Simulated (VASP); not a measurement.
TiS2:

```
Ti S
1.0
     3.41200    0.00000    0.00000
    -1.70600    2.95488    0.00000
     0.00000    0.00000    5.69500
Ti S
1 2
Direct
  0.00000 0.00000 0.00000
  0.33333 0.66667 0.25000
  0.66667 0.33333 0.75000
```

```yaml
Program: VASP 6.6.1
Task: relaxation of volume and atoms at fixed shape
Functional: PBE
Potentials_or_basis: VASP PAW PBE potentials, release 64 (Ti_sv, S)
Cutoff: 500 eV
k_mesh: 16 × 16 × 8
Occupations: gaussian, width 0.05 eV
Spin: no spin polarisation
```

At the start: pressure 0.4 GPa; volume 19.14 Å³/atom.

Question: Where does the relaxation end?

Answer: Over 5 steps the energy falls by 2.1 meV/atom and the volume is 19.57 Å³/atom (+2.3 %); space group P-3m1 (No. 164, to 0.1 Å) before and after.

The path:
| step | energy change (eV) | largest force (eV/Å) | pressure (GPa) | volume (Å³) |
| --- | --- | --- | --- | --- |
| 1 | 0.0000 | 0.1414 | 0.36 | 57.42 |
| 2 | -0.0024 | 0.1234 | 0.18 | 57.77 |
| 3 | -0.0058 | 0.0701 | -0.34 | 58.84 |
| 4 | -0.0049 | 0.1147 | 0.81 | 58.50 |
| 5 | -0.0062 | 0.0059 | 0.06 | 58.72 |

Final structure:
```
CELL_PARAMETERS angstrom
3.43763 0.00000 0.00000
-1.71881 2.97707 0.00000
0.00000 0.00000 5.73778
ATOMIC_POSITIONS crystal
Ti 0.00000 0.00000 0.00000
S 0.33333 0.66667 0.24462
S 0.66667 0.33333 0.75538
```

Caveat: this functional lacks dispersion, which binds layers or chains, so the pressure and a relaxed spacing across them are unreliable.
